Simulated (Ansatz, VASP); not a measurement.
CsPbCl3 in VASP and in Ansatz

```
Cs Pb Cl
1.0
     5.73568    0.00000    0.00000
     0.00000    5.73568    0.00000
     0.00000    0.00000    5.73568
Cs Pb Cl
1 1 3
Direct
  0.00000 0.00000 0.00000
  0.50000 0.50000 0.50000
  0.00000 0.50000 0.50000
  0.50000 0.50000 0.00000
  0.50000 0.00000 0.50000
```

Alike in both runs: task single point; functional PBEsol; k mesh 6 × 6 × 6; occupations gaussian, width 0.05 eV; no spin polarisation.

|  | VASP | Ansatz |
| --- | --- | --- |
| version | VASP 6.6.1 | Ansatz 0.2.0 |
| potentials or method | VASP PAW PBE potentials, release 64 (Cs_sv, Pb_d, Cl), cutoff 520 eV | scalar-relativistic, plane waves, PAW |
| valence electrons in the cell | 44 | 44 |

|  | VASP | Ansatz | Ansatz less VASP |
| --- | --- | --- | --- |
| gap on the k mesh at the Fermi level (eV) | 2.09 | 2.08 | -0.005 |
| least direct gap on the mesh (eV) | 2.09 | 2.08 | -0.005 |
| pressure (GPa) | -1.4 | -1.3 | +0.04 |

VASP's potentials were made for PBE, not for PBEsol. The functional is the same, so the differences come from potentials, cutoffs and numerics.

Neither program's run includes spin-orbit coupling.
